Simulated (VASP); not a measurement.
# Al in VASP: a series of runs

Runs on Al. Level: PBE. Tasks: single point.

Everything below comes from runs of VASP 6.6.1. Logs are shortened: lines on timing, memory, paths and dates and some standing lists are left out, and cuts for length are marked.

**1. The cell of the first run**

It takes space group Immm (No. 71, orthorhombic). The conventional cell has a = 2.820 Å, b = 5.778 Å, c = 8.623 Å, α = 90.00°, β = 90.00°, γ = 90.00°. Al (site symmetry m2m) has 10 Al at 2.72 to 3.05 Å within 3.6 Å. Al (site symmetry mm2) has 13 Al at 2.79 to 3.76 Å within 3.8 Å.

The cell was generated, and may not be a known phase.

**2. Single point, PBE**

INCAR reads:

```
SYSTEM = Al
PREC = Accurate
ENCUT = 520
EDIFF = 1E-6
ISMEAR = 0
SIGMA = 0.1
LREAL = .False.
LASPH = .True.
NELM = 80
ALGO = Normal
ISIF = 2
LWAVE = .False.
LCHARG = .False.
GGA = PE
NBANDS = 14
```

KPOINTS reads:

```
regular mesh
0
Gamma
  6 6 6
  0 0 0
```

POSCAR reads:

```
Al
1.0
   -1.4098498399      2.8887584353      4.3113428125
    1.4098498399     -2.8887584353      4.3113428125
    1.4098498399      2.8887584353     -4.3113428125
Al
4
Direct
    0.7356324624      0.0000000000      0.7356324624
    0.2643675376      0.0000000000      0.2643675376
    0.2180420673      0.7180420673      0.5000000000
    0.7819579327      0.2819579327      0.5000000000
```

Potentials or basis: VASP PAW PBE potentials, release 64 (Al).

Run with:

```sh
$ cat potpaw_PBE.64/Al/POTCAR > POTCAR
$ mpirun -np 1 vasp_std > vasp.out
```

OUTCAR:

```text
SYSTEM = Al
   PREC = Accurate
   ENCUT = 520
   EDIFF = 1E-6
   ISMEAR = 0
   LREAL = .False.
   LASPH = .True.
   NELM = 80
   ISIF = 2
   GGA = PE

 ion  position               nearest neighbor table
   1  0.736  0.000  0.736-   2 2.72   4 2.79   3 2.79   3 2.80   4 2.80   4 2.80   3 2.80   2 3.05

   2  0.264  0.000  0.264-   1 2.72   4 2.79   3 2.79   3 2.80   4 2.80   3 2.80   4 2.80   1 3.05

   3  0.218  0.718  0.500-   1 2.79   2 2.79   1 2.80   2 2.80   2 2.80   1 2.80   4 3.26   4 3.26
                             4 3.26   4 3.26
   4  0.782  0.282  0.500-   1 2.79   2 2.79   2 2.80   2 2.80   1 2.80   1 2.80   3 3.26   3 3.26
                             3 3.26   3 3.26

  LATTYP: Found a body centered orthorhombic cell.
 ALAT       =     2.8196996798
 B/A-ratio  =     2.0489830573
 C/A-ratio  =     3.0580156060

  Lattice vectors:

 A1 = (  -1.4098498399,   2.8887584353,   4.3113428125)
 A2 = (   1.4098498399,  -2.8887584353,   4.3113428125)
 A3 = (   1.4098498399,   2.8887584353,  -4.3113428125)

Analysis of symmetry for initial positions (statically):
=====================================================================
 Subroutine PRICEL returns:
 Original cell was already a primitive cell.

 Routine SETGRP: Setting up the symmetry group for a
 body centered orthorhombic supercell.

 Subroutine GETGRP returns: Found  8 space group operations
 (whereof  8 operations were pure point group operations)
 out of a pool of  8 trial point group operations.

The static configuration has the point symmetry D_2h.

Analysis of symmetry for dynamics (positions and initial velocities):
=====================================================================
 Subroutine PRICEL returns:
 Original cell was already a primitive cell.

 Routine SETGRP: Setting up the symmetry group for a
 body centered orthorhombic supercell.

 Subroutine GETGRP returns: Found  8 space group operations
 (whereof  8 operations were pure point group operations)
 out of a pool of  8 trial point group operations.

The dynamic configuration has the point symmetry D_2h.

 Subroutine INISYM returns: Found  8 space group operations
 (whereof  8 operations are pure point group operations),
 and found     1 'primitive' translations

----------------------------------------------------------------------------------------

                                     Primitive cell

  volume of cell :      70.2355

  direct lattice vectors                    reciprocal lattice vectors
    -1.409849840  2.888758435  4.311342813     0.000000000  0.173084739  0.115973148
     1.409849840 -2.888758435  4.311342813     0.354647698  0.000000000  0.115973148
     1.409849840  2.888758435 -4.311342813     0.354647698  0.173084739  0.000000000

  length of vectors
     5.377757778  5.377757778  5.377757778     0.208346102  0.373128344  0.394630608

  position of ions in fractional coordinates (direct lattice)
     0.735632462  0.000000000  0.735632462
     0.264367538  0.000000000  0.264367538
     0.218042067  0.718042067  0.500000000
     0.781957933  0.281957933  0.500000000

  ion indices of the primitive-cell ions
   primitive index   ion index
                 1           1
                 2           2
                 3           3
                 4           4

----------------------------------------------------------------------------------------

 KPOINTS: regular mesh

Automatic generation of k-mesh.
 Grid dimensions read from file:
 generate k-points for:    6    6    6

 Generating k-lattice:

  Cartesian coordinates                     Fractional coordinates (reciprocal lattice)
     0.000000000  0.028847457  0.019328858     0.166666667 -0.000000000  0.000000000
     0.059107950  0.000000000  0.019328858    -0.000000000  0.166666667  0.000000000
     0.059107950  0.028847457  0.000000000     0.000000000 -0.000000000  0.166666667

  Length of vectors
     0.034724350  0.062188057  0.065771768

  Shift w.r.t. Gamma in fractional coordinates (k-lattice)
     0.000000000  0.000000000  0.000000000

 Subroutine IBZKPT returns following result:
 ===========================================

 Found     46 irreducible k-points:

 Following reciprocal coordinates:
            Coordinates               Weight
  0.000000  0.000000  0.000000      1.000000
  0.166667 -0.000000  0.000000      4.000000
  0.333333 -0.000000  0.000000      4.000000
  0.500000 -0.000000  0.000000      2.000000
 -0.000000  0.166667  0.000000      4.000000
  0.166667  0.166667  0.000000      8.000000
[... 16 lines left out ...]
 -0.166667  0.166667  0.166667      2.000000
  0.166667  0.333333  0.166667      4.000000
 [... further k-points ...]
   k-points           NKPTS =     46   k-points in BZ     NKDIM =     46   number of bands    NBANDS=     14
   number of dos      NEDOS =    301   number of ions     NIONS =      4
   total plane-waves  NPLWV =  64000
   dimension x,y,z NGX =    40 NGY =   40 NGZ =   40
   dimension x,y,z NGXF=    80 NGYF=   80 NGZF=   80
   ions per type =               4
   NGX,Y,Z   is equivalent  to a cutoff of  12.37, 12.37, 12.37 a.u.
   NGXF,Y,Z  is equivalent  to a cutoff of  24.73, 24.73, 24.73 a.u.
 SYSTEM =  Al
   PREC   = accura    normal or accurate (medium, high low for compatibility)
   ISTART =      0    job   : 0-new  1-cont  2-samecut
   ICHARG =      2    charge: 1-file 2-atom 10-const
   ISPIN  =      1    spin polarized calculation?
   LNONCOLLINEAR =      F non collinear calculations
   LSORBIT =      F    spin-orbit coupling
   LASPH  =      T    aspherical Exc in radial PAW
   ENCUT  =  520.0 eV  38.22 Ry    6.18 a.u.  10.00 10.00 10.00*2*pi/ulx,y,z
   NELM   =     80;   NELMIN=  2; NELMDL= -5     # of ELM steps
   EDIFF  = 0.1E-05   stopping-criterion for ELM
   LREAL  =      F    real-space projection
   EDIFFG = 0.1E-04   stopping-criterion for IOM
   NSW    =      0    number of steps for IOM
   IBRION =     -1    ionic relax: 0-MD 1-quasi-New 2-CG
   NFREE  =      0    steps in history (QN), initial steepest desc. (CG)
   ISIF   =      2    stress and relaxation
   ISYM   =      2    0-nonsym 1-usesym 2-fastsym
   POTIM  = 0.5000    time-step for ionic-motion
   TEBEG  =    0.0;   TEEND  =   0.0 temperature during run
   PSTRESS=    0.0 pullay stress
   NELECT =      12.0000    total number of electrons
   NUPDOWN=      -1.0000    fix difference up-down
   EMIN   =  10.00;   EMAX   =-10.00  energy-range for DOS
   EFERMI =   0.00;   METHOD = LEGACY
   ISMEAR =     0;   SIGMA  =   0.10  broadening in eV -4-tet -1-fermi 0-gaus
   EFERMI_NEDOS =   21; number of points for ismear=-14 and -15
   IALGO  =     38    algorithm
   IMIX   =      4    mixing-type and parameters
     AMIX     =   0.40;   BMIX     =  1.00
     AMIX_MAG =   1.60;   BMIX_MAG =  1.00
  volume/ion in A,a.u.               =      17.56       118.49
  Fermi-wavevector in a.u.,A,eV,Ry     =   0.908412  1.716650 11.227705  0.825213
  Thomas-Fermi vector in A             =   2.032336
   LORBIT       =      0    0 simple, 1 ext, 2 COOP (PROOUT), +10 PAW based schemes
   GGA     = PE    functional components
   LHFCALC =     F    Hartree Fock is set to
   AEXX    =    0.0000 exact exchange contribution
   IVDW    =     0    specifies the selected vdW correction
   LEPSILON=     F    determine dielectric tensor
   LRPA    =     F    only Hartree local field effects (RPA)
 non-spin polarized calculation
 Gauss-broadening in eV      SIGMA  =   0.10
  energy-cutoff  :      520.00
  volume of cell :       70.24
 maximum number of plane-waves:      1915
   NGX = 19   NGY = 19   NGZ = 19

 number of electron      12.0000000 magnetization

 Free energy of the ion-electron system (eV)
  ---------------------------------------------------
  ext. energy  EPLUGINS =         0.00000000
  ---------------------------------------------------
  free energy    TOTEN  =       -14.71980782 eV

  energy without entropy =      -14.71150813  energy(sigma->0) =      -14.71565797

 E-fermi :   7.3974     XC(G=0):  -9.9455

 val. band max:        7.3918505209   @ k =   0.3333  -0.0000   0.0000
 cond. band min:       7.4303343841   @ k =   0.1667   0.1667   0.1667
 fundamental gap:      0.0384838631
 Fermi energy:         7.3973589032

 k-point     1 :       0.0000    0.0000    0.0000
  band No.  band energies     occupation
      1      -3.4065      2.00000
      2       2.7833      2.00000
      3       2.7953      2.00000
      4       2.8051      2.00000
      5       3.0533      2.00000
      6       4.1465      2.00000
      7       4.8409      2.00000
      8      12.9450      0.00000
      9      13.5412      0.00000
     10      15.3311      0.00000
     11      15.6674      0.00000
     12      16.0689      0.00000
     13      16.9949      0.00000
     14      17.0059      0.00000

 k-point     2 :       0.1667   -0.0000    0.0000
  band No.  band energies     occupation
      1      -3.2307      2.00000
      2       0.9899      2.00000
      3       2.2615      2.00000
      4       3.1989      2.00000
      5       3.9081      2.00000
      6       5.0900      2.00000
      7       5.9506      2.00000
      8      10.8563      0.00000
      9      14.4366      0.00000
     10      15.0572      0.00000
     11      15.3407      0.00000
     12      16.1434      0.00000
     13      16.2961      0.00000
     14      16.7563      0.00000

 k-point     3 :       0.3333   -0.0000    0.0000
  band No.  band energies     occupation
      1      -2.7095      2.00000
      2      -0.5532      2.00000
      3       1.9738      2.00000
      4       2.5424      2.00000
      5       5.1339      2.00000
      6       7.3919      1.06209
      7       7.7814      0.00000
      8       8.7433      0.00000
      9      11.9273      0.00000
     10      13.4033      0.00000
     11      14.9173      0.00000
     12      15.8131      0.00000
     13      16.2308      0.00000
     14      16.7123      0.00000

 k-point     4 :       0.5000   -0.0000    0.0000
  band No.  band energies     occupation
      1      -2.0302      2.00000
      2      -1.5748      2.00000
      3       1.9357      2.00000
      4       2.2477      2.00000
      5       6.4792      2.00000
      6       7.0035      2.00000
      7       9.4169      0.00000
      8       9.7094      0.00000
      9      10.4677      0.00000
     10      10.5273      0.00000
     11      14.9296      0.00000
     12      15.5167      0.00000
     13      16.2902      0.00000
     14      16.6287      0.00000

 k-point     5 :      -0.0000    0.1667    0.0000
  band No.  band energies     occupation
      1      -2.8380      2.00000
      2       2.6827      2.00000
      3       2.8281      2.00000
      4       3.5700      2.00000
      5       4.1107      2.00000
      6       4.1532      2.00000
      7       6.2716      2.00000
      8      10.2822      0.00000
      9      11.5003      0.00000
     10      12.8926      0.00000
     11      13.3853      0.00000
[... 276 lines left out ...]
 k-point    22 :       0.3333    0.1667    0.1667
  band No.  band energies     occupation
      1      -0.0005      2.00000
      2       0.4314      2.00000
      3       3.8645      2.00000
      4       4.1745      2.00000
      5       5.8797      2.00000
      6       6.3103      2.00000
      7       8.3884      0.00000
      8       8.9291      0.00000
      9      10.1135      0.00000
     10      10.1170      0.00000
     11      11.4059      0.00000
     12      11.8555      0.00000
     13      12.3980      0.00000
     14      12.6022      0.00000

 k-point    23 :      -0.1667    0.1667    0.1667
  band No.  band energies     occupation
      1      -1.3641      2.00000
      2       4.5492      2.00000
      3       4.7487      2.00000
      4       4.7862      2.00000
      5       4.9842      2.00000
      6       5.7401      2.00000
      7       6.1843      2.00000
      8       7.0705      2.00000
      9       7.1258      1.99988
     10       8.8890      0.00000
     11       9.3027      0.00000
     12      14.6503      0.00000
     13      15.3111      0.00000
     14      15.5856      0.00000

 k-point    24 :       0.1667    0.3333    0.1667
  band No.  band energies     occupation
      1       1.8868      2.00000
      2       2.2695      2.00000
      3       3.3138      2.00000
      4       3.7536      2.00000
      5       5.4738      2.00000
      6       6.4725      2.00000
      7       6.7629      2.00000
      8       7.8081      0.00000
      9       9.1816      0.00000
     10       9.5633      0.00000
     11      12.2680      0.00000
     12      12.4901      0.00000
     13      12.9875      0.00000
     14      13.4103      0.00000

 [... further k-points ...]
[... 5 lines left out ...]
  --------------------------------------------------------------------------------------
  -------------------------------------------------------------------------------------
  Total       -0.1328180      0.0846119     -0.0589387      0.0000000      0.0000000      0.0000000
  in kB       -3.0297776      1.9301240     -1.3444802      0.0000000      0.0000000      0.0000000
  external PRESSURE =      -0.8147113 kB  Pullay stress =       0.0000000 kB

 VOLUME and BASIS-vectors are now :
 -----------------------------------------------------------------------------
  energy-cutoff  :      520.00
  volume of cell :       70.24
      direct lattice vectors                 reciprocal lattice vectors
    -1.409849840  2.888758435  4.311342813     0.000000000  0.173084739  0.115973148
     1.409849840 -2.888758435  4.311342813     0.354647698  0.000000000  0.115973148
     1.409849840  2.888758435 -4.311342813     0.354647698  0.173084739  0.000000000

 POSITION                                       TOTAL-FORCE (eV/Angst)
 -----------------------------------------------------------------------------------
      0.00000      4.25013      0.00000         0.000000     -0.006141      0.000000
      0.00000      1.52739      0.00000         0.000000      0.006141      0.000000
      1.40985     -0.00000      1.88011         0.000000      0.000000      0.011858
      0.00000      2.88876      2.43123        -0.000000     -0.000000     -0.011858
 -----------------------------------------------------------------------------------
    total drift:                                0.000000      0.000000     -0.000000

  FREE ENERGIE OF THE ION-ELECTRON SYSTEM (eV)
  ---------------------------------------------------
  free  energy   TOTEN  =       -14.7198078237 eV

  energy  without entropy=      -14.7115081255  energy(sigma->0) =      -14.71565797
```

Run time: 49 s. Hardware: 1 thread of Intel Xeon Platinum 8488C (Sapphire Rapids), shared host; peak memory 0.22 GiB.

What came out:

* Free energy: -14.7198 eV
* Pressure: -0.1 GPa
* Largest force: 0.012 eV/Å
* Band gap on the k mesh: zero (bands 6 and 7 overlap by 4.53 eV)

Forces on the atoms (eV/Å):
```
Al   0.000 -0.006  0.000
Al   0.000  0.006  0.000
Al   0.000  0.000  0.012
Al   0.000  0.000 -0.012
```

Caveat: the k points lie up to 0.39 Å⁻¹ apart, too coarse for converged energies and pressures of a metal.

[end of part 1 of 2]

The gap in the log of VASP goes by the Fermi energy; the results here count the filled bands.